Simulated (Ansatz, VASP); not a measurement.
N: VASP beside Ansatz

INCAR

```
ALGO     = Normal         # electronic algorithm
EDIFF    = 1E-6           # SCF threshold, eV
ENCUT    = 520            # plane-wave cutoff, eV
GGA      = PE             # functional
ISIF     = 2              # what is computed and relaxed
ISMEAR   = 0              # smearing method
LASPH    = True           # aspherical terms in the spheres
LCHARG   = False          # write CHGCAR
LREAL    = False          # projectors in reciprocal space
LWAVE    = False          # write WAVECAR
NBANDS   = 18             # bands
NELM     = 80             # most SCF steps
PREC     = Accurate       # precision mode
SIGMA    = 0.01           # smearing width, eV
```

Contents of KPOINTS:

```
k-points
0
Gamma
  4 4 2
```

POSCAR

```
N
1.0
    4.1672000000      0.0000000000      0.0000000000
   -2.0836000000      3.6089000000      0.0000000000
    0.0000000000      0.0000000000      7.0060000000
N
4
Direct
    0.3333333333      0.6666666667      0.4039000000
    0.3333333333      0.6666666667      0.1711000000
    0.6666666667      0.3333333333      0.8289000000
    0.6666666667      0.3333333333      0.6711000000
```

Input for Ansatz:

```yaml
crystal:
  lattice:
    - [4.1672, 0.0, 0.0]
    - [-2.0836, 3.6089, 0.0]
    - [0.0, 0.0, 7.006]
  atoms:
    - { symbol: "N", position: [0.3333333333333333, 0.6666666666666666, 0.4039000000000001] }
    - { symbol: "N", position: [0.3333333333333333, 0.6666666666666666, 0.1711] }
    - { symbol: "N", position: [0.6666666666666666, 0.3333333333333333, 0.8289] }
    - { symbol: "N", position: [0.6666666666666666, 0.3333333333333333, 0.6711] }
kpoints:
  mp_grid:
    grid: [4, 4, 2]
hamiltonian:
  xc: pbe
scf:
  occupations:
    method: fixed
output:
  forces: true
```

Alike in both runs: task single point; functional PBE; k mesh 4 × 4 × 2; no spin polarisation.

|  | VASP | Ansatz |
| --- | --- | --- |
| version | VASP 6.6.1 | Ansatz 0.2.0 |
| potentials or method | VASP PAW PBE potentials, release 64 (N) | plane waves, PAW |
| plane-wave cutoff (eV) | 520 | 420 |
| occupations | gaussian, width 0.01 eV | fixed |
| valence electrons in the cell | 20 | 20 |

Ansatz gave:

```
gap on the k mesh at the Fermi level (eV) : 2.74
rms of the force components (eV/Å)        : 5.552
```

Task: Estimate VASP's values.

Result: gap on the k mesh at the Fermi level (eV): 2.75; rms of the force components (eV/Å): 5.555.

Atom by atom the forces differ by 0.677 eV/Å (rms over components).

The k mesh is coarse, so the values compare programs but aren't converged. Noted on VASP's run: the standard files for N, O and F lose accuracy on very short bonds.
